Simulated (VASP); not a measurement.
# Hf (P6/mmm) in VASP: single point with PBEsol

Aim: the single point of Hf with PBEsol.

Everything below comes from runs of VASP 6.6.1. Logs are shortened: lines on timing, memory, paths and dates and some standing lists are left out, and cuts for length are marked.

### 1 The cell of the first run

It takes space group P6/mmm (No. 191, hexagonal). Conventional cell: a = 3.311 Å, b = 3.311 Å, c = 8.977 Å, α = 90.00°, β = 90.00°, γ = 120.00°. Within 4.4 Å of Hf (site symmetry 6/mmm) lie 6 Hf at 3.31 Å.

### 2 Single point, PBEsol

INCAR reads:

```
PREC = Accurate
ENCUT = 500
EDIFF = 1E-6
ISMEAR = -1
SIGMA = 0.1
LREAL = F
LASPH = T
NELM = 120
ALGO = Normal
ISIF = 2
LWAVE = F
LCHARG = F
GGA = PS
NBANDS = 11
GGA_COMPAT = F
```

KPOINTS reads:

```
regular mesh
0
Gamma
  6 6 2
```

POSCAR reads:

```
Hf
1.0
    3.3108139700      0.0000000000      0.0000000000
   -1.6554069900      2.8672490100      0.0000000000
    0.0000000000      0.0000000000      8.9765140000
Hf
1
Direct
    0.0000000000      0.0000000000      0.0000000000
```

Potentials or basis: VASP PAW PBE potentials, release 64 (Hf_pv).

Command:

```bash
$ cat potpaw_PBE.64/Hf_pv/POTCAR > POTCAR
$ mpirun -np 1 vasp_std > vasp.out
```

OUTCAR:

```text
PREC = Accurate
   ENCUT = 500
   EDIFF = 1E-6
   ISMEAR = -1
   LREAL = F
   LASPH = T
   NELM = 120
   ISIF = 2
   GGA = PS

 ion  position               nearest neighbor table
   1  0.000  0.000  0.000-

  LATTYP: Found a hexagonal cell.
 ALAT       =     3.3108139700
 C/A-ratio  =     2.7112710292

  Lattice vectors:

 A1 = (   3.3108139700,   0.0000000000,   0.0000000000)
 A2 = (  -1.6554069900,   2.8672490100,   0.0000000000)
 A3 = (   0.0000000000,   0.0000000000,   8.9765140000)

Analysis of symmetry for initial positions (statically):
=====================================================================
 Subroutine PRICEL returns:
 Original cell was already a primitive cell.

 Routine SETGRP: Setting up the symmetry group for a
 hexagonal supercell.

 Subroutine GETGRP returns: Found 24 space group operations
 (whereof 24 operations were pure point group operations)
 out of a pool of 24 trial point group operations.

The static configuration has the point symmetry D_6h.

Analysis of symmetry for dynamics (positions and initial velocities):
=====================================================================
 Subroutine PRICEL returns:
 Original cell was already a primitive cell.

 Routine SETGRP: Setting up the symmetry group for a
 hexagonal supercell.

 Subroutine GETGRP returns: Found 24 space group operations
 (whereof 24 operations were pure point group operations)
 out of a pool of 24 trial point group operations.

The dynamic configuration has the point symmetry D_6h.

 Subroutine INISYM returns: Found 24 space group operations
 (whereof 24 operations are pure point group operations),
 and found     1 'primitive' translations

----------------------------------------------------------------------------------------

                                     Primitive cell

  volume of cell :      85.2134

  direct lattice vectors                    reciprocal lattice vectors
     3.310813970  0.000000000  0.000000000     0.302040528  0.174383180  0.000000000
    -1.655406990  2.867249010  0.000000000     0.000000000  0.348766360  0.000000000
     0.000000000  0.000000000  8.976514000     0.000000000  0.000000000  0.111401820

  length of vectors
     3.310813970  3.310813977  8.976514000     0.348766361  0.348766360  0.111401820

  position of ions in fractional coordinates (direct lattice)
     0.000000000  0.000000000  0.000000000

  ion indices of the primitive-cell ions
   primitive index   ion index
                 1           1

----------------------------------------------------------------------------------------

 KPOINTS: regular mesh

Automatic generation of k-mesh.
 Grid dimensions read from file:
 generate k-points for:    6    6    2

 Generating k-lattice:

  Cartesian coordinates                     Fractional coordinates (reciprocal lattice)
     0.050340088  0.029063863  0.000000000     0.166666667  0.000000000  0.000000000
     0.000000000  0.058127727  0.000000000     0.000000000  0.166666667  0.000000000
     0.000000000  0.000000000  0.055700910     0.000000000  0.000000000  0.500000000

  Length of vectors
     0.058127727  0.058127727  0.055700910

  Shift w.r.t. Gamma in fractional coordinates (k-lattice)
     0.000000000  0.000000000  0.000000000

 Subroutine IBZKPT returns following result:
 ===========================================

 Found     14 irreducible k-points:

 Following reciprocal coordinates:
            Coordinates               Weight
  0.000000  0.000000  0.000000      1.000000
  0.166667  0.000000  0.000000      6.000000
  0.333333 -0.000000  0.000000      6.000000
  0.500000  0.000000  0.000000      3.000000
  0.166667  0.166667  0.000000      6.000000
  0.333333  0.166667  0.000000     12.000000
  0.333333  0.333333  0.000000      2.000000
  0.000000  0.000000  0.500000      1.000000
  0.166667  0.000000  0.500000      6.000000
  0.333333 -0.000000  0.500000      6.000000
  0.500000  0.000000  0.500000      3.000000
  0.166667  0.166667  0.500000      6.000000
  0.333333  0.166667  0.500000     12.000000
  0.333333  0.333333  0.500000      2.000000
   k-points           NKPTS =     14   k-points in BZ     NKDIM =     14   number of bands    NBANDS=     11
   number of dos      NEDOS =    301   number of ions     NIONS =      1
   total plane-waves  NPLWV =  40320
   dimension x,y,z NGX =    24 NGY =   24 NGZ =   70
   dimension x,y,z NGXF=    48 NGYF=   48 NGZF=  140
   ions per type =               1
   NGX,Y,Z   is equivalent  to a cutoff of  12.05, 12.05, 12.96 a.u.
   NGXF,Y,Z  is equivalent  to a cutoff of  24.10, 24.10, 25.93 a.u.
 SYSTEM =  unknown system
   PREC   = accura    normal or accurate (medium, high low for compatibility)
   ISTART =      0    job   : 0-new  1-cont  2-samecut
   ICHARG =      2    charge: 1-file 2-atom 10-const
   ISPIN  =      1    spin polarized calculation?
   LNONCOLLINEAR =      F non collinear calculations
   LSORBIT =      F    spin-orbit coupling
   LASPH  =      T    aspherical Exc in radial PAW
   ENCUT  =  500.0 eV  36.75 Ry    6.06 a.u.   6.04  6.04 16.37*2*pi/ulx,y,z
   NELM   =    120;   NELMIN=  2; NELMDL= -5     # of ELM steps
   EDIFF  = 0.1E-05   stopping-criterion for ELM
   LREAL  =      F    real-space projection
   EDIFFG = 0.1E-04   stopping-criterion for IOM
   NSW    =      0    number of steps for IOM
   IBRION =     -1    ionic relax: 0-MD 1-quasi-New 2-CG
   NFREE  =      0    steps in history (QN), initial steepest desc. (CG)
   ISIF   =      2    stress and relaxation
   ISYM   =      2    0-nonsym 1-usesym 2-fastsym
   POTIM  = 0.5000    time-step for ionic-motion
   TEBEG  =    0.0;   TEEND  =   0.0 temperature during run
   PSTRESS=    0.0 pullay stress
   NELECT =      10.0000    total number of electrons
   NUPDOWN=      -1.0000    fix difference up-down
   EMIN   =  10.00;   EMAX   =-10.00  energy-range for DOS
   EFERMI =   0.00;   METHOD = LEGACY
   ISMEAR =    -1;   SIGMA  =   0.10  broadening in eV -4-tet -1-fermi 0-gaus
   EFERMI_NEDOS =   21; number of points for ismear=-14 and -15
   IALGO  =     38    algorithm
   IMIX   =      4    mixing-type and parameters
     AMIX     =   0.40;   BMIX     =  1.00
     AMIX_MAG =   1.60;   BMIX_MAG =  1.00
  volume/ion in A,a.u.               =      85.21       575.05
  Fermi-wavevector in a.u.,A,eV,Ry     =   0.801504  1.514622  8.740494  0.642408
  Thomas-Fermi vector in A             =   1.909003
   LORBIT       =      0    0 simple, 1 ext, 2 COOP (PROOUT), +10 PAW based schemes
   GGA     = PS    functional components
   LHFCALC =     F    Hartree Fock is set to
   AEXX    =    0.0000 exact exchange contribution
   IVDW    =     0    specifies the selected vdW correction
   LEPSILON=     F    determine dielectric tensor
   LRPA    =     F    only Hartree local field effects (RPA)
 non-spin polarized calculation
  energy-cutoff  :      500.00
  volume of cell :       85.21
 maximum number of plane-waves:      2196
   NGX = 13   NGY = 13   NGZ = 33

 number of electron      10.0000000 magnetization

 number of electron       9.9999999 magnetization

 Free energy of the ion-electron system (eV)
  ---------------------------------------------------
  ext. energy  EPLUGINS =         0.00000000
  ---------------------------------------------------
  free energy    TOTEN  =        -7.56646049 eV

  energy without entropy =       -7.40950212  energy(sigma->0) =       -7.48798130

 E-fermi :  -1.4283     XC(G=0):  -5.0460

 val. band max:       -1.4703387858   @ k =   0.1667   0.1667   0.5000
 cond. band min:      -1.4199518084   @ k =   0.0000   0.0000   0.5000
 fundamental gap:      0.0503869774
 Fermi energy:        -1.4283353278

 k-point     1 :       0.0000    0.0000    0.0000
  band No.  band energies     occupation
      1     -33.1336      2.00000
      2     -32.5789      2.00000
      3     -32.5789      2.00000
      4      -6.3985      2.00000
      5      -1.4744      1.22650
      6      -1.0839      0.06188
      7      -0.1245      0.00000
      8      -0.1245      0.00000
      9       1.9058      0.00000
     10       1.9058      0.00000
     11       2.4346      0.00000

 k-point     2 :       0.1667    0.0000    0.0000
  band No.  band energies     occupation
      1     -33.1216      2.00000
      2     -32.6737      2.00000
      3     -32.6015      2.00000
      4      -5.6456      2.00000
      5      -1.2858      0.38759
      6      -1.1445      0.11052
      7      -0.7170      0.00163
      8       0.5324      0.00000
      9       1.6964      0.00000
     10       1.9841      0.00000
     11       2.8530      0.00000

 k-point     3 :       0.3333   -0.0000    0.0000
  band No.  band energies     occupation
      1     -33.0973      2.00000
      2     -32.8586      2.00000
      3     -32.6462      2.00000
      4      -4.0182      2.00000
      5      -1.7436      1.91805
      6      -1.3727      0.72868
      7      -0.1364      0.00000
      8       1.3145      0.00000
      9       2.2611      0.00000
     10       2.7236      0.00000
     11       4.0797      0.00000

 k-point     4 :       0.5000    0.0000    0.0000
  band No.  band energies     occupation
      1     -33.0851      2.00000
      2     -32.9488      2.00000
      3     -32.6684      2.00000
      4      -3.5139      2.00000
      5      -1.9714      1.99128
      6      -0.2067      0.00001
      7      -0.0567      0.00000
      8       1.1387      0.00000
      9       3.4894      0.00000
     10       3.6260      0.00000
     11       5.0229      0.00000

 k-point     5 :       0.1667    0.1667    0.0000
  band No.  band energies     occupation
      1     -33.1034      2.00000
      2     -32.7954      2.00000
      3     -32.6532      2.00000
      4      -4.3150      2.00000
      5      -1.5541      1.55719
      6      -1.4704      1.20711
      7      -0.5359      0.00027
      8       1.0936      0.00000
      9       1.8972      0.00000
     10       2.6540      0.00000
     11       3.6841      0.00000

 k-point     6 :       0.3333    0.1667    0.0000
  band No.  band energies     occupation
      1     -33.0851      2.00000
      2     -32.9023      2.00000
      3     -32.7170      2.00000
      4      -2.8936      2.00000
      5      -1.6978      1.87346
      6      -1.2736      0.35085
      7       0.0789      0.00000
      8       0.3431      0.00000
      9       3.7793      0.00000
     10       3.9818      0.00000
     11       4.9864      0.00000

 k-point     7 :       0.3333    0.3333    0.0000
  band No.  band energies     occupation
      1     -33.0791      2.00000
      2     -32.8387      2.00000
      3     -32.8387      2.00000
      4      -1.5389      1.50257
      5      -1.5389      1.50257
      6      -0.9617      0.01863
      7      -0.9617      0.01863
      8       0.0833      0.00000
      9       3.3728      0.00000
     10       5.2323      0.00000
     11       5.4589      0.00000

 k-point     8 :       0.0000    0.0000    0.5000
  band No.  band energies     occupation
      1     -33.1336      2.00000
      2     -32.5789      2.00000
      3     -32.5789      2.00000
      4      -6.3971      2.00000
      5      -1.4200      0.95811
      6      -1.2006      0.18610
      7      -0.1245      0.00000
      8      -0.1245      0.00000
      9       1.9058      0.00000
     10       1.9058      0.00000
     11       2.9910      0.00000

 k-point     9 :       0.1667    0.0000    0.5000
  band No.  band energies     occupation
      1     -33.1215      2.00000
      2     -32.6737      2.00000
      3     -32.6015      2.00000
      4      -5.6439      2.00000
      5      -1.3410      0.58899
      6      -1.1036      0.07485
      7      -0.7133      0.00157
      8       0.5324      0.00000
      9       1.6964      0.00000
     10       1.7167      0.00000
     11       3.9129      0.00000

 k-point    10 :       0.3333   -0.0000    0.5000
  band No.  band energies     occupation
      1     -33.0973      2.00000
      2     -32.8586      2.00000
      3     -32.6462      2.00000
      4      -4.0166      2.00000
      5      -1.7520      1.92435
      6      -1.3669      0.70209
      7      -0.1224      0.00000
      8       1.3144      0.00000
      9       2.2611      0.00000
     10       2.4345      0.00000
     11       5.3863      0.00000

 k-point    11 :       0.5000    0.0000    0.5000
  band No.  band energies     occupation
      1     -33.0851      2.00000
      2     -32.9488      2.00000
      3     -32.6684      2.00000
      4      -3.5136      2.00000
      5      -1.9732      1.99143
      6      -0.2019      0.00001
      7      -0.0493      0.00000
      8       1.1387      0.00000
      9       3.3675      0.00000
     10       3.6260      0.00000
     11       5.0735      0.00000

 k-point    12 :       0.1667    0.1667    0.5000
  band No.  band energies     occupation
      1     -33.1034      2.00000
      2     -32.7954      2.00000
      3     -32.6532      2.00000
      4      -4.3128      2.00000
      5      -1.5700      1.60968
      6      -1.4703      1.20698
      7      -0.5091      0.00020
      8       1.0935      0.00000
      9       1.8981      0.00000
     10       2.2938      0.00000
     11       5.1303      0.00000

 k-point    13 :       0.3333    0.1667    0.5000
  band No.  band energies     occupation
      1     -33.0851      2.00000
      2     -32.9023      2.00000
      3     -32.7170      2.00000
      4      -2.8928      2.00000
      5      -1.7006      1.87670
      6      -1.2711      0.34370
      7       0.0857      0.00000
      8       0.3418      0.00000
      9       3.7247      0.00000
     10       3.8201      0.00000
     11       5.0166      0.00000

 k-point    14 :       0.3333    0.3333    0.5000
  band No.  band energies     occupation
      1     -33.0790      2.00000
      2     -32.8387      2.00000
      3     -32.8387      2.00000
      4      -1.5385      1.50097
      5      -1.5385      1.50097
      6      -0.9628      0.01885
      7      -0.9628      0.01885
      8       0.0877      0.00000
      9       3.3753      0.00000
     10       5.0807      0.00000
     11       5.5688      0.00000

------------------------ aborting loop because EDIFF is reached ----------------------------------------

  FORCE on cell =-STRESS in cart. coord.  units (eV):
  Direction    XX          YY          ZZ          XY          YZ          ZX
  --------------------------------------------------------------------------------------
  -------------------------------------------------------------------------------------
  Total       -4.4259548     -4.4259548     -0.0121826      0.0000000      0.0000000      0.0000000
  in kB      -83.2165392    -83.2165395     -0.2290564      0.0000001      0.0000000      0.0000000
  external PRESSURE =     -55.5540450 kB  Pullay stress =       0.0000000 kB

 VOLUME and BASIS-vectors are now :
 -----------------------------------------------------------------------------
  energy-cutoff  :      500.00
  volume of cell :       85.21
      direct lattice vectors                 reciprocal lattice vectors
     3.310813970  0.000000000  0.000000000     0.302040528  0.174383180  0.000000000
    -1.655406990  2.867249010  0.000000000     0.000000000  0.348766360  0.000000000
     0.000000000  0.000000000  8.976514000     0.000000000  0.000000000  0.111401820

 POSITION                                       TOTAL-FORCE (eV/Angst)
 -----------------------------------------------------------------------------------
      0.00000      0.00000      0.00000         0.000000      0.000000      0.000000
 -----------------------------------------------------------------------------------
    total drift:                                0.000000      0.000000     -0.000000

  FREE ENERGIE OF THE ION-ELECTRON SYSTEM (eV)
  ---------------------------------------------------
  free  energy   TOTEN  =        -7.5664604856 eV

  energy  without entropy=       -7.4095021234  energy(sigma->0) =       -7.48798130
```

It took 10 s on 1 thread of Intel Xeon Platinum 8259CL at 2.50GHz (Skylake/Cascade Lake), shared host; peak memory 0.19 GiB.

Results:

* Free energy: -7.5665 eV
* Pressure: -5.6 GPa
* Band gap on the k mesh: zero (band 5 reaches -1.29 eV, above the bottom of band 6 at -1.47 eV)

Stress tensor (GPa, compression positive):
```
-8.32  0.00  0.00
 0.00 -8.32  0.00
 0.00  0.00 -0.02
```

Caveat: the k points lie up to 0.37 Å⁻¹ apart; the PAW data sets were made with another functional, which shifts forces and pressure a little; spin-orbit coupling is left out, which moves the levels of the heavy elements.
